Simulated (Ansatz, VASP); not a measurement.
NaF: VASP beside Ansatz

INCAR

```
PREC = Accurate
ENCUT = 520
EDIFF = 1E-6
ISMEAR = 0
SIGMA = 0.05
LREAL = False
LASPH = True
NELM = 100
ALGO = Normal
ISIF = 2
LWAVE = False
LCHARG = False
GGA = PS
NBANDS = 14
```

Contents of KPOINTS:

```
Automatic mesh
0
Gamma
  10 10 10
```

The input POSCAR:

```
NaF
1.0
    0.9084389910      2.8550939718      2.8550939718
    2.8550939718      0.9084389910      2.8550939718
    2.8550939718      2.8550939718      0.9084389910
Na F
1 1
Direct
    0.0000000000      0.0000000000      0.0000000000
    0.5000000000      0.5000000000      0.5000000000
```

Input for Ansatz:

```yaml
crystal:
  lattice:
    - [0.908438991, 2.8550939718, 2.8550939718]
    - [2.8550939718, 0.908438991, 2.8550939718]
    - [2.8550939718, 2.8550939718, 0.908438991]
  atoms:
    - { symbol: Na, position: [0.0, 0.0, 0.0] }
    - { symbol: F, position: [0.5, 0.5, 0.5] }
basis:
  ecutwfc: 420
kpoints:
  mp_grid: { grid: [10, 10, 10] }
hamiltonian:
  xc: pbesol
scf:
  occupations: { method: gaussian, width: 0.05 }
output:
  forces: true
  stress: true
  eigenvalues: true
```

Alike in both runs: task single point; functional PBEsol; k mesh 10 × 10 × 10; occupations gaussian, width 0.05 eV; no spin polarisation.

|  | VASP | Ansatz |
| --- | --- | --- |
| version | VASP 6.6.1 | Ansatz 0.2.0 |
| potentials or method | VASP PAW PBE potentials, release 64 (Na_pv, F), cutoff 520 eV | scalar-relativistic, plane waves, PAW |
| valence electrons in the cell | 14 | 16 |

Ansatz gave:

| Quantity | Value |
| --- | --- |
| gap on the k mesh at the Fermi level (eV) | 2.52 |
| least direct gap on the mesh (eV) | 2.52 |
| pressure (GPa) | -1.6 |
| traceless stress, the component that is largest in VASP (GPa) | -20.41 |

Which values does VASP return?

gap on the k mesh at the Fermi level (eV): 2.50; least direct gap on the mesh (eV): 2.50; pressure (GPa): -1.7; traceless stress, the component that is largest in VASP (GPa): -20.40.

VASP's potentials were made for PBE, not for PBEsol. VASP's potentials hold 14 valence electrons a cell and Ansatz's 16, so a difference there can come from the potentials and not from the codes.
